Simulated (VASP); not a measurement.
# O (R-3m) in VASP: a series of runs, part 2 of 2

VASP 6.6.1.

**5. Single point, PBEsol, collinear spin**

Input file INCAR:

```
SYSTEM = O
PREC     = Accurate       ! precision mode
ENCUT    = 600            ! plane-wave cutoff, eV
EDIFF    = 1E-6           ! SCF threshold, eV
ISMEAR   = 0              ! smearing method
SIGMA    = 0.1            ! smearing width, eV
LREAL    = .FALSE.        ! projectors in reciprocal space
LASPH    = .TRUE.         ! aspherical terms in the spheres
NELM     = 200            ! most SCF steps
ALGO     = Normal         ! electronic algorithm
ISIF     = 2              ! what is computed and relaxed
LWAVE    = .FALSE.        ! write WAVECAR
LCHARG   = .FALSE.        ! write CHGCAR
ISPIN    = 2              ! spin polarisation
MAGMOM   = -3 0           ! initial moments
LORBIT   = 11             ! projections on sites
GGA      = PS             ! functional
NBANDS   = 17             ! bands
GGA_COMPAT= .FALSE.
```

Input file KPOINTS:

```
regular mesh
0
G
  3 3 3
  0 0 0
```

Input file POSCAR:

```
O
1.0
    1.4233490221      0.8217709410      3.4083000000
   -1.4233490221      0.8217709410      3.4083000000
    0.0000000000     -1.6435418821      3.4083000000
O
2
Direct
    0.0577000000      0.0577000000      0.0577000000
    0.9423000000      0.9423000000      0.9423000000
```

Potentials or basis: VASP PAW PBE potentials, release 64 (O).

On the command line:

```bash
cat potpaw_PBE.64/O/POTCAR > POTCAR
mpirun -np 1 vasp_std > vasp.out
```

OUTCAR:

```text
SYSTEM = O
   PREC = Accurate
   ENCUT = 600
   EDIFF = 1E-6
   ISMEAR = 0
   LREAL = .FALSE.
   LASPH = .TRUE.
   NELM = 200
   ISIF = 2
   ISPIN = 2
   LORBIT = 11
   GGA = PS

 ion  position               nearest neighbor table
   1  0.058  0.058  0.058-   2 1.18
   2  0.942  0.942  0.942-   1 1.18

  LATTYP: Found a trigonal (rhomboedric) cell.
 ALAT       =     3.7838788046
 COS(alpha) =     0.7170052526

  Lattice vectors:

 A1 = (   1.4233490221,   0.8217709410,   3.4083000000)
 A2 = (  -1.4233490221,   0.8217709410,   3.4083000000)
 A3 = (   0.0000000000,  -1.6435418821,   3.4083000000)

Analysis of symmetry for initial positions (statically):
=====================================================================
 Subroutine PRICEL returns:
 Original cell was already a primitive cell.

 Routine SETGRP: Setting up the symmetry group for a
 trigonal (rhombohedral) supercell.

 Subroutine GETGRP returns: Found 12 space group operations
[... 398 lines left out ...]
      4      -7.1776      1.00000
      5      -6.9712      1.00000
      6      -0.9751      1.00000
[... 9 lines left out ...]
     16      29.7603      0.00000
     17      33.0537      0.00000

------------------------ aborting loop because EDIFF is reached ----------------------------------------

  FORCE on cell =-STRESS in cart. coord.  units (eV):
  Direction    XX          YY          ZZ          XY          YZ          ZX
  --------------------------------------------------------------------------------------
  -------------------------------------------------------------------------------------
  Total        1.1873215      1.1873215      5.5600368      0.0000000     -0.0000000      0.0000000
  in kB       79.5293948     79.5293948    372.4234279      0.0000000     -0.0000000      0.0000000
  external PRESSURE =     177.1607392 kB  Pullay stress =       0.0000000 kB

 VOLUME and BASIS-vectors are now :
 -----------------------------------------------------------------------------
  energy-cutoff  :      600.00
  volume of cell :       23.92
      direct lattice vectors                 reciprocal lattice vectors
     1.423349022  0.821770941  3.408300000     0.351284184  0.202814018  0.097800467
    -1.423349022  0.821770941  3.408300000    -0.351284184  0.202814018  0.097800467
     0.000000000 -1.643541882  3.408300000     0.000000000 -0.405628037  0.097800467

 POSITION                                       TOTAL-FORCE (eV/Angst)
 -----------------------------------------------------------------------------------
      0.00000     -0.00000      0.58998         0.000000     -0.000000      4.088729
      0.00000     -0.00000      9.63492         0.000000      0.000000     -4.088729
 -----------------------------------------------------------------------------------
    total drift:                               -0.000000     -0.000000     -0.000155

  FREE ENERGIE OF THE ION-ELECTRON SYSTEM (eV)
  ---------------------------------------------------
  free  energy   TOTEN  =        -9.9504370352 eV

  energy  without entropy=       -9.9504358161  energy(sigma->0) =       -9.95043643

 total charge

# of ion       s       p       d       tot
------------------------------------------
    1        1.610   3.365   0.000   4.975
    2        1.610   3.365   0.000   4.975
--------------------------------------------------
tot          3.220   6.730   0.000   9.951

 magnetization (x)

# of ion       s       p       d       tot
------------------------------------------
    1       -0.010  -0.793   0.000  -0.804
    2       -0.010  -0.793   0.000  -0.804
--------------------------------------------------
tot         -0.021  -1.586   0.000  -1.607
```

OSZICAR:

```text
N       E                     dE             d eps       ncg     rms          rms(c)
DAV:   1     0.434251823331E+02    0.43425E+02   -0.61074E+03   408   0.700E+02
DAV:   2    -0.735471724058E+01   -0.50780E+02   -0.47418E+02   551   0.171E+02
DAV:   3    -0.876559370960E+01   -0.14109E+01   -0.14079E+01   462   0.248E+01
DAV:   4    -0.876927654789E+01   -0.36828E-02   -0.36828E-02   492   0.148E+00
DAV:   5    -0.876929057537E+01   -0.14027E-04   -0.14027E-04   462   0.817E-02    0.118E+01
DAV:   6    -0.102161512691E+02   -0.14469E+01   -0.12151E+01   454   0.123E+01    0.619E+00
DAV:   7    -0.999102336084E+01    0.22513E+00   -0.97034E-01   436   0.825E+00    0.227E+00
DAV:   8    -0.995789906720E+01    0.33124E-01   -0.76123E-01   468   0.461E+00    0.125E+00
DAV:   9    -0.994766465997E+01    0.10234E-01   -0.99490E-02   429   0.188E+00    0.628E-01
DAV:  10    -0.995024844644E+01   -0.25838E-02   -0.63819E-03   449   0.627E-01    0.181E-01
DAV:  11    -0.995033002277E+01   -0.81576E-04   -0.16139E-03   448   0.187E-01    0.743E-02
DAV:  12    -0.995042176317E+01   -0.91740E-04   -0.71898E-05   449   0.679E-02    0.268E-02
DAV:  13    -0.995043466048E+01   -0.12897E-04   -0.27653E-05   446   0.297E-02    0.803E-03
DAV:  14    -0.995043665211E+01   -0.19916E-05   -0.15085E-06   439   0.884E-03    0.338E-03
DAV:  15    -0.995043703521E+01   -0.38310E-06   -0.27504E-07   350   0.362E-03
   1 F= -.99504370E+01 E0= -.99504364E+01  d E =-.121911E-05  mag=    -2.0000
```

It took 9.1 s on 1 thread of AMD EPYC 7R43 (Zen 3), shared host; peak memory 0.14 GiB.

Results:

| Item | Value |
| --- | --- |
| Free energy | -9.9504 eV |
| Pressure | 17.7 GPa |
| Largest force | 4.089 eV/Å |
| Band gap on the k mesh | 0.60 eV, indirect (least direct gap 0.75 eV) |
| Net moment | -2.00 μB per cell |
| Site moments | O -0.80 μB |
| Valence electrons inside the program's atomic spheres | O 4.97 |

Forces on the atoms (eV/Å):
```
O    0.000  0.000  4.089
O    0.000  0.000 -4.089
```

Stress tensor (GPa, compression positive):
```
 7.95  0.00  0.00
 0.00  7.95  0.00
 0.00  0.00 37.24
```

Caveat: the k points lie up to 0.87 Å⁻¹ apart; the standard files for N, O and F lose accuracy on very short bonds; the PAW data sets were made with another functional, which shifts forces and pressure a little.

**6. Overview**

```csv
level,spin,k mesh,cutoff (eV),smearing,gap on the mesh (eV),pressure (GPa),largest force (eV/Å)
PBE+D3(BJ),off,"3 × 3 × 3, shifted",600,gaussian 0.1 eV,none,8.6,4.36
r2SCAN,off,3 × 3 × 3,660,gaussian 0.1 eV,none,4.2,3.64
PBE,off,5 × 2 × 4,600,gaussian 0.136057 eV,none,9.8,4.23
PBEsol,collinear,3 × 3 × 3,600,gaussian 0.1 eV,0.60,17.7,4.09
```

Alike in all rows: task single point; potentials or basis VASP PAW PBE potentials, release 64 (O); cell as given.

Caveats: all runs use coarse meshes; the standard files for N, O and F lose accuracy on very short bonds; spin is off for a triplet molecule (some runs); forces of over 1 eV/Å act on the atoms, so gaps and moduli don't describe the material at rest (some runs); the PAW data sets were made with another functional, which shifts forces and pressure a little (some runs); pairwise dispersion overbinds metals, which lowers pressure and volume (some runs).

Absolute energies hang on the potentials; compare differences alone.
